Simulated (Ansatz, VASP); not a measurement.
**Two plane-wave programs on Cs2BN2**

INCAR

```
PREC     = Accurate       # precision mode
ENCUT    = 600            # plane-wave cutoff, eV
EDIFF    = 1E-6           # SCF threshold, eV
ISMEAR   = 0              # smearing method
SIGMA    = 0.1            # smearing width, eV
LREAL    = False          # projectors in reciprocal space
LASPH    = True           # aspherical terms in the spheres
NELM     = 100            # most SCF steps
ALGO     = Normal         # electronic algorithm
ISIF     = 3              # what is computed and relaxed
LWAVE    = False          # write WAVECAR
LCHARG   = False          # write CHGCAR
GGA      = PE             # functional
IBRION   = 2              # ionic algorithm
NSW      = 100            # ionic steps
EDIFFG   = -0.01          # ionic threshold
```

Contents of KPOINTS:

```
regular mesh
0
Gamma
  12 12 4
```

The input POSCAR:

```
Cs2BN2
1.0
    3.6349726557      0.0000000000      0.0000000000
   -1.8174863278      3.1479786619      0.0000000000
    0.0000000000      0.0000000000     10.0763105683
Cs B N
2 1 2
Direct
    0.0000000000      0.0000000000      0.7364867130
    0.0000000000      0.0000000000      0.2635132870
    0.0000000000      0.0000000000      0.0000000000
    0.3333333333      0.6666666667      0.0000000000
    0.6666666667      0.3333333333      0.0000000000
```

Input for Ansatz:

```yaml
crystal:
  lattice:
    - [3.6349726557, 0.0, 0.0]
    - [-1.8174863278, 3.1479786619, 0.0]
    - [0.0, 0.0, 10.0763105683]
  atoms:
    - { symbol: Cs, position: [0.0, 0.0, 0.736486713] }
    - { symbol: Cs, position: [0.0, 0.0, 0.263513287] }
    - { symbol: B, position: [0.0, 0.0, 0.0] }
    - { symbol: "N", position: [0.3333333333, 0.6666666667, 0.0] }
    - { symbol: "N", position: [0.6666666667, 0.3333333333, 0.0] }
basis:
  ecutwfc: 420
kpoints:
  mp_grid: { grid: [12, 12, 4] }
hamiltonian:
  xc: pbe
scf:
  occupations: { method: gaussian, width: 0.1 }
output:
  forces: true
  stress: true
  eigenvalues: true
  write_density: true
  write_potential: true
  elf: true
  volumetric_format: npy
relax:
  adjacent_minimum: "off"
  f_tol: 0.01
  max_steps: 80
  cell: { stress_tol: 0.05 }
```

Alike in both runs: task relaxation of cell and atoms; functional PBE; k mesh 12 × 12 × 4; occupations gaussian, width 0.1 eV; no spin polarisation.

```csv
,VASP,Ansatz
version,VASP 6.6.1,Ansatz 0.2.0
potentials or method,"VASP PAW PBE potentials, release 64 (Cs_sv, B, N), cutoff 600 eV","scalar-relativistic, plane waves, PAW"
valence electrons in the cell,31,31
```

VASP gave:

```
gap on the k mesh at the Fermi level, each at its own relaxed structure (eV)  : none
relaxed volume (Å³/atom)                                                      : 23.49
relaxed length of the cell vector where the two differ most in proportion (Å) : 10.264
```

Q: Estimate Ansatz's values.

A: gap on the k mesh at the Fermi level, each at its own relaxed structure (eV): none; relaxed volume (Å³/atom): 23.37; relaxed length of the cell vector where the two differ most in proportion (Å): 10.239.

A gap of «none» marks a metal or a gap that the smearing closes.

Spin-orbit coupling is off throughout.
